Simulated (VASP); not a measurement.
# SiO2 (I4_122) in VASP: settings compared

SiO2 is run at these levels: PBEsol+D3(BJ), LDA; tasks: single point.

Everything below comes from runs of VASP 6.6.1. Logs are shortened: lines on timing, memory, paths and dates and some standing lists are left out, and cuts for length are marked.

## Step 1: The cell of the first run

The structure is tetragonal, space group I4_122 (No. 98). Conventional cell: a = 5.598 Å, b = 5.598 Å, c = 11.222 Å, α = 90.00°, β = 90.00°, γ = 90.00°. Within 2.1 Å of Si (site symmetry 2) lie 4 O at 1.61 to 1.63 Å. Within 2.1 Å of O (site symmetry 2) lie 2 Si at 1.61 Å. O (site symmetry 2) has 2 Si at 1.63 Å within 2.2 Å.

## Step 2: Single point, PBEsol+D3(BJ)

Input file INCAR:

```
SYSTEM = SiO2
ALGO     = Normal         ! electronic algorithm
EDIFF    = 1E-6           ! SCF threshold, eV
ENCUT    = 520            ! plane-wave cutoff, eV
GGA      = PS             ! functional
ISIF     = 2              ! what is computed and relaxed
ISMEAR   = -1             ! smearing method
IVDW     = 12             ! dispersion correction
LASPH    = .TRUE.         ! aspherical terms in the spheres
LCHARG   = .FALSE.        ! write CHGCAR
LREAL    = .FALSE.        ! projectors in reciprocal space
LWAVE    = .FALSE.        ! write WAVECAR
NBANDS   = 44             ! bands
NELM     = 100            ! most SCF steps
PREC     = Accurate       ! precision mode
SIGMA    = 0.05           ! smearing width, eV
```

Input file KPOINTS:

```
k-points
0
G
  7 7 7
  0 0 0
```

Input file POSCAR:

```
SiO2
1.0
   -2.7989047123      2.7989047123      5.6109038574
    2.7989047123     -2.7989047123      5.6109038574
    2.7989047123      2.7989047123     -5.6109038574
Si O
4 8
Direct
    0.8750000000      0.2669810000      0.8919810000
    0.0169810000      0.6250000000      0.8919810000
    0.7330190000      0.1250000000      0.1080190000
    0.3750000000      0.9830190000      0.1080190000
    0.6353499736      0.1353499736      0.5000000000
    0.4631059294      0.9631059294      0.9262118588
    0.0368940706      0.5368940706      0.0737881412
    0.1146500264      0.1146500264      0.0000000000
    0.8853499736      0.8853499736      0.0000000000
    0.8646500264      0.3646500264      0.5000000000
    0.2868940706      0.7131059294      0.0000000000
    0.7131059294      0.2868940706      0.0000000000
```

Potentials or basis: VASP PAW PBE potentials, release 64 (Si, O).

Command:

```
> cat potpaw_PBE.64/Si/POTCAR potpaw_PBE.64/O/POTCAR > POTCAR
> mpirun -np 1 vasp_std > vasp.out
```

OUTCAR:

```text
SYSTEM = SiO2
   EDIFF = 1E-6
   ENCUT = 520
   GGA = PS
   ISIF = 2
   ISMEAR = -1
   IVDW = 12
   LASPH = .TRUE.
   LREAL = .FALSE.
   NELM = 100
   PREC = Accurate
 IVDW          = 12

 ion  position               nearest neighbor table
   1  0.875  0.267  0.892-   5 1.61   8 1.61   7 1.63  12 1.63   2 2.93   3 2.93
   2  0.017  0.625  0.892-   9 1.61  10 1.61   7 1.63  11 1.63   1 2.93   4 2.93
   3  0.733  0.125  0.108-   9 1.61  10 1.61   6 1.63  12 1.63   1 2.93   4 2.93
   4  0.375  0.983  0.108-   5 1.61   8 1.61   6 1.63  11 1.63   2 2.93   3 2.93
   5  0.635  0.135  0.500-   1 1.61   4 1.61
   6  0.463  0.963  0.926-   3 1.63   4 1.63
   7  0.037  0.537  0.074-   1 1.63   2 1.63
   8  0.115  0.115  0.000-   1 1.61   4 1.61
   9  0.885  0.885  0.000-   2 1.61   3 1.61
  10  0.865  0.365  0.500-   2 1.61   3 1.61
  11  0.287  0.713  0.000-   2 1.63   4 1.63
  12  0.713  0.287  0.000-   1 1.63   3 1.63

  LATTYP: Found a body centered tetragonal cell.
 ALAT       =     5.5978094246
 C/A-ratio  =     2.0046784132

  Lattice vectors:

 A1 = (  -2.7989047123,   2.7989047123,   5.6109038574)
 A2 = (   2.7989047123,  -2.7989047123,   5.6109038574)
 A3 = (   2.7989047123,   2.7989047123,  -5.6109038574)

Analysis of symmetry for initial positions (statically):
=====================================================================
 Subroutine PRICEL returns:
 Original cell was already a primitive cell.

 Routine SETGRP: Setting up the symmetry group for a
 body centered tetragonal supercell.

 Subroutine GETGRP returns: Found  8 space group operations
 (whereof  4 operations were pure point group operations)
 out of a pool of 16 trial point group operations.

The static configuration has the point symmetry D_2 .
 The point group associated with its full space group is D_4 .

Analysis of symmetry for dynamics (positions and initial velocities):
=====================================================================
 Subroutine PRICEL returns:
 Original cell was already a primitive cell.

 Routine SETGRP: Setting up the symmetry group for a
 body centered tetragonal supercell.

 Subroutine GETGRP returns: Found  8 space group operations
 (whereof  4 operations were pure point group operations)
 out of a pool of 16 trial point group operations.

The dynamic configuration has the point symmetry D_2 .
 The point group associated with its full space group is D_4 .

 Subroutine INISYM returns: Found  8 space group operations
[... 127 lines left out ...]
   PSTRESS=    0.0 pullay stress
   NELECT =      64.0000    total number of electrons
   NUPDOWN=      -1.0000    fix difference up-down
   EMIN   =  10.00;   EMAX   =-10.00  energy-range for DOS
   EFERMI =   0.00;   METHOD = LEGACY
   ISMEAR =    -1;   SIGMA  =   0.05  broadening in eV -4-tet -1-fermi 0-gaus
   EFERMI_NEDOS =   21; number of points for ismear=-14 and -15
   IALGO  =     38    algorithm
   IMIX   =      4    mixing-type and parameters
     AMIX     =   0.40;   BMIX     =  1.00
     AMIX_MAG =   1.60;   BMIX_MAG =  1.00
  volume/ion in A,a.u.               =      14.65        98.87
  Fermi-wavevector in a.u.,A,eV,Ry     =   1.168903  2.208906 18.590106  1.366334
  Thomas-Fermi vector in A             =   2.305383
   LORBIT       =      0    0 simple, 1 ext, 2 COOP (PROOUT), +10 PAW based schemes
   GGA     = PS    functional components
   LHFCALC =     F    Hartree Fock is set to
   AEXX    =    0.0000 exact exchange contribution
   IVDW    =    12    specifies the selected vdW correction
   LEPSILON=     F    determine dielectric tensor
   LRPA    =     F    only Hartree local field effects (RPA)
 non-spin polarized calculation
  energy-cutoff  :      520.00
  volume of cell :      175.82
 maximum number of plane-waves:      4765
 NGX is ok and might be reduce to    54
   NGX = 25   NGY = 25   NGZ = 25

 number of electron      63.9999995 magnetization

 Free energy of the ion-electron system (eV)
  ---------------------------------------------------
  ext. energy  EPLUGINS =         0.00000000
  ---------------------------------------------------
  free energy    TOTEN  =       -97.01893683 eV

  energy without entropy =      -97.01893683  energy(sigma->0) =      -97.01893683

 E-fermi :   1.3394     XC(G=0):  -8.4033

 val. band max:        0.3218920923   @ k =   0.0000   0.0000   0.0000
 cond. band min:       5.2079552493   @ k =   0.0000   0.0000   0.0000
 fundamental gap:      4.8860631570
 Fermi energy:         1.3393589947

 k-point     1 :       0.0000    0.0000    0.0000
  band No.  band energies     occupation
      1     -19.4693      2.00000
      2     -18.0956      2.00000
      3     -17.8807      2.00000
      4     -17.8807      2.00000
      5     -17.5886      2.00000
      6     -17.4546      2.00000
[... 1117 lines left out ...]
     43      10.6817      0.00000
     44      11.0479      0.00000

 [... further k-points ...]

------------------------ aborting loop because EDIFF is reached ----------------------------------------

 Edisp (eV)   -1.13611

 E8    (eV) :    -0.6338

  FORCE on cell =-STRESS in cart. coord.  units (eV):
  Direction    XX          YY          ZZ          XY          YZ          ZX
  --------------------------------------------------------------------------------------
  -------------------------------------------------------------------------------------
  Total       0.41862     0.41862     0.82516     0.00000     0.00000     0.00000
  in kB       3.81473     3.81473     7.51930     0.00000     0.00000     0.00000
  external pressure =        5.05 kB  Pullay stress =        0.00 kB

 VOLUME and BASIS-vectors are now :
 -----------------------------------------------------------------------------
  energy-cutoff  :      520.00
  volume of cell :      175.82
      direct lattice vectors                 reciprocal lattice vectors
    -2.798904712  2.798904712  5.610903857     0.000000000  0.178641308  0.089112202
     2.798904712 -2.798904712  5.610903857     0.178641308  0.000000000  0.089112202
     2.798904712  2.798904712 -5.610903857     0.178641308  0.178641308  0.000000000

 POSITION                                       TOTAL-FORCE (eV/Angst)
 -----------------------------------------------------------------------------------
      0.79478      4.19836      1.40273         0.006784      0.000000      0.000000
      4.19836      0.79478     -1.40273        -0.000000      0.006784      0.000000
     -1.39945      2.00412      4.20818        -0.000000     -0.006784     -0.000000
      2.00412     -1.39945      7.01363        -0.006784      0.000000     -0.000000
      0.00000      2.79890      1.51887        -0.000000      0.000000      0.009140
      3.99183      1.19293      2.80545        -0.033809     -0.033809      0.000000
      1.60598     -1.19293      2.80545         0.033809      0.033809     -0.000000
      0.00000      0.00000      1.28658        -0.000000      0.000000     -0.009140
      0.00000      0.00000      9.93523        -0.000000      0.000000      0.009140
      0.00000      2.79890      4.09203        -0.000000      0.000000     -0.009140
      1.19293     -1.19293      5.61090        -0.033809      0.033809     -0.000000
     -1.19293      1.19293      5.61090         0.033809     -0.033809      0.000000
 -----------------------------------------------------------------------------------
    total drift:                                0.000000     -0.000000      0.000000

  FREE ENERGIE OF THE ION-ELECTRON SYSTEM (eV)
  ---------------------------------------------------
  free  energy   TOTEN  =       -98.1550447991 eV

  energy  without entropy=      -98.1550447990  energy(sigma->0) =      -98.15504480
```

stdout:

```text
POSCAR found type information on POSCAR SiO
 POSCAR found :  2 types and      12 ions
 scaLAPACK will be used
 -----------------------------------------------------------------------------
|                                                                             |
|                                                                             |
|     You enforced a specific xc type in the INCAR file but a different       |
|     I HOPE YOU KNOW WHAT YOU ARE DOING!                                     |
|                                                                             |
 -----------------------------------------------------------------------------

 LDA part: xc-table for (Slater+PW92), standard interpolation
 POSCAR, INCAR and KPOINTS ok, starting setup
 FFT: planning ... GRIDC
 FFT: planning ... GRID_SOFT
 FFT: planning ... GRID
 WAVECAR not read
 entering main loop
```

Run time: 4.9 min. Hardware: 1 thread of Intel Xeon 6975P-C (Granite Rapids), shared host; peak memory 0.49 GiB.

Results:

```yaml
Free_energy: -98.1550 eV
Pressure: 0.5 GPa
Largest_force: 0.048 eV/Å
Band_gap_on_the_k_mesh: 4.89 eV
Dispersion_energy_per_atom: -0.095 eV
```

Forces on the atoms (eV/Å):
```
Si   0.007  0.000  0.000
Si   0.000  0.007  0.000
Si   0.000 -0.007  0.000
Si  -0.007  0.000  0.000
O    0.000  0.000  0.009
O   -0.034 -0.034  0.000
O    0.034  0.034  0.000
O    0.000  0.000 -0.009
O    0.000  0.000  0.009
O    0.000  0.000 -0.009
O   -0.034  0.034  0.000
O    0.034 -0.034  0.000
```

Levels at points of the mesh, in eV from the valence-band top:
```
           k point  band 28  band 29  band 30  band 31  band 32  band 33  band 34  band 35  band 36  band 37
(0.00, 0.00, 0.00)    -1.67    -0.73    -0.73    -0.28     0.00     4.89     7.30     7.38     8.84     8.84
```

Caveat: the PAW data sets were made with another functional, which shifts forces and pressure a little; an odd mesh through Γ misses points on the zone boundary, where band edges can lie.

## Step 3: Single point, LDA

This run uses another cell than the first one, of 15.20 Å³/atom.

Input file INCAR:

```
  PREC = Accurate
  ENCUT = 520
  EDIFF = 1E-6
  ISMEAR = -1
  SIGMA = 0.05
  LREAL = False
  LASPH = True
  NELM = 60
  ALGO = Normal
  ISIF = 2
  LWAVE = False
  LCHARG = False
  GGA = CA
  NBANDS = 44
```

Input file KPOINTS:

```
Automatic mesh
0
Gamma
  7 7 7
```

Input file POSCAR:

```
SiO2
1.0
   -2.8378980000      2.8378980000      5.6602100000
    2.8378980000     -2.8378980000      5.6602100000
    2.8378980000      2.8378980000     -5.6602100000
Si O
4 8
Direct
    0.8750000000      0.2636180000      0.8886180000
    0.0136180000      0.6250000000      0.8886180000
    0.7363820000      0.1250000000      0.1113820000
    0.3750000000      0.9863820000      0.1113820000
    0.6337270000      0.1337270000      0.5000000000
    0.4678770000      0.9678770000      0.9357540000
    0.0321230000      0.5321230000      0.0642460000
    0.1162730000      0.1162730000      0.0000000000
    0.8837270000      0.8837270000      0.0000000000
    0.8662730000      0.3662730000      0.5000000000
    0.2821230000      0.7178770000      0.0000000000
    0.7178770000      0.2821230000      0.0000000000
```

Potentials or basis: VASP PAW LDA potentials, release 64 (Si, O).

Command:

```
> cat potpaw_LDA.64/Si/POTCAR potpaw_LDA.64/O/POTCAR > POTCAR
> mpirun -np 1 vasp_std > vasp.out
```

Run time: 4.8 min. Hardware: 1 thread of Intel Xeon 6975P-C (Granite Rapids), shared host; peak memory 0.43 GiB.

The run converged. Its results:

```yaml
Free_energy: -102.0106 eV
Pressure: -5.3 GPa
Largest_force: 0.494 eV/Å
Band_gap_on_the_k_mesh: 4.66 eV
```

Forces on the atoms (eV/Å):
```
Si   0.025  0.000  0.000
Si   0.000  0.025  0.000
Si   0.000 -0.025  0.000
Si  -0.025  0.000  0.000
O    0.000  0.000  0.029
O    0.349  0.349  0.000
O   -0.349 -0.349  0.000
O    0.000  0.000 -0.029
O    0.000  0.000  0.029
O    0.000  0.000 -0.029
O    0.349 -0.349  0.000
O   -0.349  0.349  0.000
```

Stress tensor (GPa, compression positive):
```
-4.86  0.00  0.00
 0.00 -4.86  0.00
 0.00  0.00 -6.32
```

Levels at points of the mesh, in eV from the valence-band top:
```tsv
k point	band 29	band 30	band 31	band 32	band 33	band 34	band 35	band 36
(0.00, 0.00, 0.00)	-0.67	-0.67	-0.25	0.00	4.66	7.05	7.07	8.57
```

Caveat: the cell stands under tension; an odd mesh through Γ misses points on the zone boundary, where band edges can lie.
